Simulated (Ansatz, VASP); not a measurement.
**Two plane-wave programs on ZnS**

```
Zn S
1.0
     0.00000    2.80321    2.76239
     2.80321    0.00000    2.76239
     2.80321    2.80321    0.00000
Zn S
1 1
Direct
  0.00000 0.00000 0.00000
  0.75000 0.75000 0.75000
```

Change from the starting cell: strain +0.030 along x and y, +0.015 along z, atoms carried along.

Alike in both runs: task single point; functional PBE; k mesh 8 × 8 × 8; occupations gaussian, width 0.05 eV; no spin polarisation.

|  | VASP | Ansatz |
| --- | --- | --- |
| version | VASP 6.6.1 | Ansatz 0.2.0 |
| potentials or method | VASP PAW PBE potentials, release 64 (Zn, S), cutoff 520 eV | scalar-relativistic, plane waves, PAW |
| valence electrons in the cell | 18 | 18 |

|  | VASP | Ansatz | Ansatz less VASP |
| --- | --- | --- | --- |
| gap on the k mesh at the Fermi level (eV) | 1.67 | 1.67 | -0.001 |
| least direct gap on the mesh (eV) | 1.67 | 1.67 | -0.001 |
| pressure (GPa) | -4.2 | -4.4 | -0.11 |
| traceless stress, the component that is largest in VASP (GPa) | 0.40 | 0.41 | +0.003 |
